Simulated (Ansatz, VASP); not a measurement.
**One calculation of Au, two programs**

```
Au
1.0
    -1.61584    1.61584    1.65727
     1.61584   -1.61584    1.65727
     1.61584    1.61584   -1.65727
Au
1
Direct
  0.00000 0.00000 0.00000
```

Change from the starting cell: strain -0.025 along x and y, +0.000 along z, atoms carried along.

Alike in both runs: task single point; functional r2SCAN; k mesh 20 × 20 × 20; occupations gaussian, width 0.15 eV; no spin polarisation.

|  | VASP | Ansatz |
| --- | --- | --- |
| version | VASP 6.6.1 | Ansatz 0.2.0 |
| potentials or method | VASP PAW PBE potentials, release 64 (Au), cutoff 520 eV | scalar-relativistic, plane waves, PAW |
| valence electrons in the cell | 11 | 19 |

```tsv
	VASP	Ansatz	Ansatz less VASP
gap on the k mesh at the Fermi level (eV)	none	none	-
pressure (GPa)	2.8	2.5	-0.31
```

VASP's potentials were made for PBE, not for r2SCAN. A gap of «none» marks a metal or a gap that the smearing closes. VASP's potentials hold 11 valence electrons a cell and Ansatz's 19, so a difference there can come from the potentials and not from the codes.

Neither program's run includes spin-orbit coupling.
